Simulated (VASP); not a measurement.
# CsPbCl3 (R32) in VASP: relaxation of cell and atoms with PBE

Aim: the relaxation of cell and atoms of CsPbCl3 with PBE.

All numbers are computed with VASP 6.6.1; they aren't measurements. Logs are shortened: lines on timing, memory, paths and dates and some standing lists are left out, and cuts for length are marked.

### Step 1. The cell of the first run

The structure is trigonal, space group R32 (No. 155). Conventional cell: a = 8.006 Å, b = 8.006 Å, c = 9.887 Å, α = 90.00°, β = 90.00°, γ = 120.00°. Within 5.1 Å of Cs (site symmetry 32) lie 12 Cl at 3.85 to 4.15 Å and 8 Pb at 4.91 to 4.94 Å. Pb (site symmetry 32) has 6 Cl at 2.84 Å within 3.7 Å. Within 3.7 Å of Cl (site symmetry 2) lie 2 Pb at 2.84 Å.

### Step 2. Relaxation of cell and atoms, PBE

INCAR

```
SYSTEM = CsPbCl3
PREC     = Accurate       ! precision mode
ENCUT    = 600            ! plane-wave cutoff, eV
EDIFF    = 1E-7           ! SCF threshold, eV
ISMEAR   = 0              ! smearing method
SIGMA    = 0.02           ! smearing width, eV
LREAL    = .False.        ! projectors in reciprocal space
LASPH    = .True.         ! aspherical terms in the spheres
NELM     = 80             ! most SCF steps
ALGO     = Normal         ! electronic algorithm
ISIF     = 3              ! what is computed and relaxed
LWAVE    = .False.        ! write WAVECAR
LCHARG   = .False.        ! write CHGCAR
GGA      = PE             ! functional
IBRION   = 2              ! ionic algorithm
NSW      = 100            ! ionic steps
EDIFFG   = -0.005         ! ionic threshold
```

KPOINTS

```
regular mesh
0
Gamma
  6 6 6
  0 0 0
```

POSCAR

```
CsPbCl3
1.0
    4.0031551156      2.3112226836      3.2955554574
   -4.0031551156      2.3112226836      3.2955554574
    0.0000000000     -4.6224453672      3.2955554574
Cs Pb Cl
1 1 3
Direct
    0.5000000000      0.5000000000      0.5000000000
    0.0000000000      0.0000000000      0.0000000000
    0.5000000000      0.0186003000      0.9813997000
    0.0186003000      0.9813997000      0.5000000000
    0.9813997000      0.5000000000      0.0186003000
```

Potentials or basis: VASP PAW PBE potentials, release 64 (Cs_sv, Pb_d, Cl).

Started as:

```bash
> cat potpaw_PBE.64/Cs_sv/POTCAR potpaw_PBE.64/Pb_d/POTCAR potpaw_PBE.64/Cl/POTCAR > POTCAR
> mpirun -np 1 vasp_std > vasp.out
```

OUTCAR:

```text
SYSTEM = CsPbCl3
   PREC = Accurate
   ENCUT = 600
   EDIFF = 1E-7
   ISMEAR = 0
   LREAL = .False.
   LASPH = .True.
   NELM = 80
   ISIF = 3
   GGA = PE
   IBRION = 2
   NSW = 100
   EDIFFG = -0.005

 ion  position               nearest neighbor table
   1  0.500  0.500  0.500-
   2  0.000  0.000  0.000-   5 2.84   3 2.84   5 2.84   3 2.84   4 2.84   4 2.84
   3  0.500  0.019  0.981-   2 2.84   2 2.84
   4  0.019  0.981  0.500-   2 2.84   2 2.84
   5  0.981  0.500  0.019-   2 2.84   2 2.84

  LATTYP: Found a trigonal (rhomboedric) cell.
 ALAT       =     5.6769434510
 COS(alpha) =     0.0054979182

  Lattice vectors:

 A1 = (   4.0031551156,   2.3112226836,   3.2955554574)
 A2 = (  -4.0031551156,   2.3112226836,   3.2955554574)
 A3 = (   0.0000000000,  -4.6224453672,   3.2955554574)

Analysis of symmetry for initial positions (statically):
=====================================================================
 Subroutine PRICEL returns:
 Original cell was already a primitive cell.

 Routine SETGRP: Setting up the symmetry group for a
 trigonal (rhombohedral) supercell.

 Subroutine GETGRP returns: Found  6 space group operations
 (whereof  6 operations were pure point group operations)
 out of a pool of 12 trial point group operations.

The static configuration has the point symmetry D_3 .

Analysis of symmetry for dynamics (positions and initial velocities):
=====================================================================
 Subroutine PRICEL returns:
 Original cell was already a primitive cell.

 Routine SETGRP: Setting up the symmetry group for a
 trigonal (rhombohedral) supercell.

 Subroutine GETGRP returns: Found  6 space group operations
 (whereof  6 operations were pure point group operations)
 out of a pool of 12 trial point group operations.

The dynamic configuration has the point symmetry D_3 .

 Subroutine INISYM returns: Found  6 space group operations
 (whereof  6 operations are pure point group operations),
 and found     1 'primitive' translations

----------------------------------------------------------------------------------------

                                     Primitive cell

  volume of cell :     182.9465

  direct lattice vectors                    reciprocal lattice vectors
     4.003155116  2.311222684  3.295555457     0.124901480  0.072111903  0.101146328
    -4.003155116  2.311222684  3.295555457    -0.124901480  0.072111903  0.101146328
     0.000000000 -4.622445367  3.295555457     0.000000000 -0.144223807  0.101146328

  length of vectors
     5.676943451  5.676943451  5.676943451     0.176156425  0.176156425  0.176156425

  position of ions in fractional coordinates (direct lattice)
     0.500000000  0.500000000  0.500000000
     0.000000000  0.000000000  0.000000000
     0.500000000  0.018600300  0.981399700
     0.018600300  0.981399700  0.500000000
     0.981399700  0.500000000  0.018600300

  ion indices of the primitive-cell ions
   primitive index   ion index
                 1           1
                 2           2
                 3           3
                 4           4
                 5           5

----------------------------------------------------------------------------------------

 KPOINTS: regular mesh

Automatic generation of k-mesh.
 Grid dimensions read from file:
 generate k-points for:    6    6    6

 Generating k-lattice:

  Cartesian coordinates                     Fractional coordinates (reciprocal lattice)
     0.020816913  0.012018651  0.016857721     0.166666667 -0.000000000  0.000000000
    -0.020816913  0.012018651  0.016857721    -0.000000000  0.166666667  0.000000000
     0.000000000 -0.024037301  0.016857721     0.000000000  0.000000000  0.166666667

  Length of vectors
     0.029359404  0.029359404  0.029359404

  Shift w.r.t. Gamma in fractional coordinates (k-lattice)
     0.000000000  0.000000000  0.000000000

 Subroutine IBZKPT returns following result:
 ===========================================

 Found     32 irreducible k-points:

 Following reciprocal coordinates:
            Coordinates               Weight
  0.000000  0.000000  0.000000      1.000000
  0.166667 -0.000000  0.000000      6.000000
  0.333333  0.000000  0.000000      6.000000
  0.500000 -0.000000 -0.000000      3.000000
  0.166667  0.166667  0.000000      6.000000
  0.333333  0.166667  0.000000     12.000000
[... 16 lines left out ...]
  0.500000  0.500000  0.166667      6.000000
 -0.333333  0.500000  0.166667     12.000000
 [... further k-points ...]
   k-points           NKPTS =     32   k-points in BZ     NKDIM =     32   number of bands    NBANDS=     26
   number of dos      NEDOS =    301   number of ions     NIONS =      5
   total plane-waves  NPLWV = 110592
   dimension x,y,z NGX =    48 NGY =   48 NGZ =   48
   dimension x,y,z NGXF=    96 NGYF=   96 NGZF=   96
   ions per type =               1   1   3
   NGX,Y,Z   is equivalent  to a cutoff of  14.06, 14.06, 14.06 a.u.
   NGXF,Y,Z  is equivalent  to a cutoff of  28.11, 28.11, 28.11 a.u.
 SYSTEM =  CsPbCl3
   PREC   = accura    normal or accurate (medium, high low for compatibility)
   ISTART =      0    job   : 0-new  1-cont  2-samecut
   ICHARG =      2    charge: 1-file 2-atom 10-const
   ISPIN  =      1    spin polarized calculation?
   LNONCOLLINEAR =      F non collinear calculations
   LSORBIT =      F    spin-orbit coupling
   LASPH  =      T    aspherical Exc in radial PAW
   ENCUT  =  600.0 eV  44.10 Ry    6.64 a.u.  11.34 11.34 11.34*2*pi/ulx,y,z
   NELM   =     80;   NELMIN=  2; NELMDL= -5     # of ELM steps
   EDIFF  = 0.1E-06   stopping-criterion for ELM
   LREAL  =      F    real-space projection
   EDIFFG = -.5E-02   stopping-criterion for IOM
   NSW    =    100    number of steps for IOM
   IBRION =      2    ionic relax: 0-MD 1-quasi-New 2-CG
   NFREE  =      1    steps in history (QN), initial steepest desc. (CG)
   ISIF   =      3    stress and relaxation
   ISYM   =      2    0-nonsym 1-usesym 2-fastsym
   POTIM  = 0.5000    time-step for ionic-motion
   TEBEG  =    0.0;   TEEND  =   0.0 temperature during run
   PSTRESS=    0.0 pullay stress
   NELECT =      44.0000    total number of electrons
   NUPDOWN=      -1.0000    fix difference up-down
   EMIN   =  10.00;   EMAX   =-10.00  energy-range for DOS
   EFERMI =   0.00;   METHOD = LEGACY
   ISMEAR =     0;   SIGMA  =   0.02  broadening in eV -4-tet -1-fermi 0-gaus
   EFERMI_NEDOS =   21; number of points for ismear=-14 and -15
   IALGO  =     38    algorithm
   IMIX   =      4    mixing-type and parameters
     AMIX     =   0.40;   BMIX     =  1.00
     AMIX_MAG =   1.60;   BMIX_MAG =  1.00
  volume/ion in A,a.u.               =      36.59       246.92
  Fermi-wavevector in a.u.,A,eV,Ry     =   1.018086  1.923903 14.102420  1.036499
  Thomas-Fermi vector in A             =   2.151523
   LORBIT       =      0    0 simple, 1 ext, 2 COOP (PROOUT), +10 PAW based schemes
   GGA     = PE    functional components
   LHFCALC =     F    Hartree Fock is set to
   AEXX    =    0.0000 exact exchange contribution
   IVDW    =     0    specifies the selected vdW correction
   LEPSILON=     F    determine dielectric tensor
   LRPA    =     F    only Hartree local field effects (RPA)
 conjugate gradient relaxation of ions
 non-spin polarized calculation
 Gauss-broadening in eV      SIGMA  =   0.02
  energy-cutoff  :      600.00
  volume of cell :      182.95
 maximum number of plane-waves:      6124
 NGX is ok and might be reduce to    48
   NGX = 23   NGY = 23   NGZ = 23

--------------------------------------- Ionic step        1  -------------------------------------------

 number of electron      43.9999998 magnetization

 Free energy of the ion-electron system (eV)
  ---------------------------------------------------
  ext. energy  EPLUGINS =         0.00000000
  ---------------------------------------------------
  free energy    TOTEN  =       -17.54996538 eV

  energy without entropy =      -17.54996538  energy(sigma->0) =      -17.54996538

------------------------ aborting loop because EDIFF is reached ----------------------------------------

  FORCE on cell =-STRESS in cart. coord.  units (eV):
  Direction    XX          YY          ZZ          XY          YZ          ZX
  --------------------------------------------------------------------------------------
  -------------------------------------------------------------------------------------
  Total        0.7922412      0.7922412      0.7599021      0.0000000     -0.0000000     -0.0000000
  in kB        6.9381536      6.9381536      6.6549396      0.0000000     -0.0000000     -0.0000000
  external PRESSURE =       6.8437490 kB  Pullay stress =       0.0000000 kB
[... 98 lines left out ...]
  FREE ENERGIE OF THE ION-ELECTRON SYSTEM (eV)
  ---------------------------------------------------
  free  energy   TOTEN  =       -17.5612497076 eV

  energy  without entropy=      -17.5612497076  energy(sigma->0) =      -17.56124971

[... ionic steps 4 to 14 ...]

--------------------------------------- Ionic step       15  -------------------------------------------

 number of electron      44.0000012 magnetization

------------------------ aborting loop because EDIFF is reached ----------------------------------------

  FORCE on cell =-STRESS in cart. coord.  units (eV):
  Direction    XX          YY          ZZ          XY          YZ          ZX
  --------------------------------------------------------------------------------------
  -------------------------------------------------------------------------------------
  Total        0.0087983      0.0087983     -0.0589135      0.0000000      0.0000000     -0.0000000
  in kB        0.0747118      0.0747118     -0.5002741      0.0000000      0.0000000     -0.0000000
  external PRESSURE =      -0.1169501 kB  Pullay stress =       0.0000000 kB
[... 63 lines left out ...]
  energy  without entropy=      -17.5655949096  energy(sigma->0) =      -17.56559491

--------------------------------------- Ionic step       17  -------------------------------------------

 number of electron      44.0000012 magnetization

 Free energy of the ion-electron system (eV)
  ---------------------------------------------------
  ext. energy  EPLUGINS =         0.00000000
  ---------------------------------------------------
  free energy    TOTEN  =       -17.56559488 eV

  energy without entropy =      -17.56559488  energy(sigma->0) =      -17.56559488

 E-fermi :   1.0785     XC(G=0):  -7.5293

 val. band max:        0.9573354942   @ k =   0.5000   0.5000   0.5000
 cond. band min:       3.1723809885   @ k =   0.5000   0.5000   0.5000
 fundamental gap:      2.2150454943
 Fermi energy:         1.0785013302

 k-point     1 :       0.0000    0.0000    0.0000
  band No.  band energies     occupation
      1     -20.0750      2.00000
      2     -15.5484      2.00000
      3     -15.5484      2.00000
      4     -15.3903      2.00000
      5     -15.3903      2.00000
      6     -15.3898      2.00000
[... 685 lines left out ...]
     25       5.3601      0.00000
     26       6.5786      0.00000

 [... further k-points ...]
[... 5 lines left out ...]
  --------------------------------------------------------------------------------------
  -------------------------------------------------------------------------------------
  Total       -0.0017700     -0.0017700     -0.0242126     -0.0000000      0.0000000     -0.0000000
  in kB       -0.0150326     -0.0150326     -0.2056403     -0.0000000      0.0000000     -0.0000000
  external PRESSURE =      -0.0785685 kB  Pullay stress =       0.0000000 kB
[... 20 lines left out ...]
  FREE ENERGIE OF THE ION-ELECTRON SYSTEM (eV)
  ---------------------------------------------------
  free  energy   TOTEN  =       -17.5655948794 eV

  energy  without entropy=      -17.5655948794  energy(sigma->0) =      -17.56559488

 reached required accuracy - stopping structural energy minimisation
```

Wall time 14 min (1 thread of Intel Xeon 6975P-C (Granite Rapids), shared host); peak memory 0.46 GiB.

What came out:

```yaml
Free_energy: -17.5656 eV
Relaxed_volume: 37.73 Å³/atom
Relaxed_cell: a = 5.735 Å, b = 5.735 Å, c = 5.735 Å, α = 89.93°, β = 89.93°, γ = 89.93°
Space_group_after_relaxing_to_0.1_Å: Pm-3m (No. 221)
Energy_gained_by_relaxing: 3.1 meV/atom
Ionic_steps: 17
Pressure_after_relaxing: 0.0 GPa
Band_gap_on_the_k_mesh: 2.22 eV
```

The path:
| step | energy change (eV) | largest force (eV/Å) | pressure (GPa) | volume (Å³) |
| --- | --- | --- | --- | --- |
| 1 | 0.0000 | 0.0159 | 0.68 | 182.95 |
| 2 | -0.0107 | 0.0191 | 0.15 | 187.12 |
| 3 | -0.0113 | 0.0200 | 0.00 | 188.36 |
| 4 | -0.0113 | 0.0199 | 0.01 | 188.25 |
| 5 | -0.0113 | 0.0195 | 0.01 | 188.26 |
| 6 | -0.0115 | 0.0196 | 0.01 | 188.27 |
| 7 | -0.0119 | 0.0189 | 0.01 | 188.29 |
| 8 | -0.0125 | 0.0173 | 0.01 | 188.34 |
| 9 | -0.0133 | 0.0150 | 0.00 | 188.42 |
| 10 | -0.0133 | 0.0082 | -0.01 | 188.58 |
| 11 | -0.0136 | 0.0121 | 0.00 | 188.50 |
| 12 | -0.0139 | 0.0115 | 0.00 | 188.51 |
| 13 | -0.0145 | 0.0091 | 0.00 | 188.54 |
| 14 | -0.0153 | 0.0057 | 0.00 | 188.59 |
| 15 | -0.0155 | 0.0004 | -0.01 | 188.68 |
| 16 | -0.0156 | 0.0008 | -0.01 | 188.65 |
| 17 | -0.0156 | 0.0010 | -0.01 | 188.64 |

Final structure:
```cif
data_structure
_symmetry_space_group_name_H-M 'P 1'
_symmetry_Int_Tables_number 1
_cell_length_a 5.7352
_cell_length_b 5.7352
_cell_length_c 5.7352
_cell_angle_alpha 89.926
_cell_angle_beta 89.926
_cell_angle_gamma 89.926
_cell_volume 188.64
loop_
_atom_site_label
_atom_site_type_symbol
_atom_site_fract_x
_atom_site_fract_y
_atom_site_fract_z
_atom_site_occupancy
Cs1 Cs 0.50000 0.50000 0.50000 1
Pb1 Pb 0.00000 0.00000 0.00000 1
Cl1 Cl 0.50000 0.00148 0.99852 1
Cl2 Cl 0.00148 0.99852 0.50000 1
Cl3 Cl 0.99852 0.50000 0.00148 1
```

Levels at points of the mesh, in eV from the valence-band top:
| k point | band 19 | band 20 | band 21 | band 22 | band 23 | band 24 | band 25 | band 26 |
| --- | --- | --- | --- | --- | --- | --- | --- | --- |
| (0.00, 0.00, 0.00) | -2.12 | -2.04 | -2.04 | -2.04 | 3.67 | 4.75 | 4.75 | 5.63 |
| (0.50, 0.00, 0.00) | -2.21 | -2.13 | -2.12 | -1.43 | 3.15 | 4.99 | 5.40 | 5.41 |
| (0.50, 0.50, 0.00) | -2.28 | -2.28 | -1.75 | -0.69 | 2.72 | 2.73 | 5.04 | 5.71 |
| (0.50, 0.50, 0.50) | -1.75 | -1.74 | -1.74 | 0.00 | 2.22 | 2.22 | 2.22 | 5.44 |

Caveat: spin-orbit coupling is left out, which moves the levels of the heavy elements. A k mesh can miss the band edges.
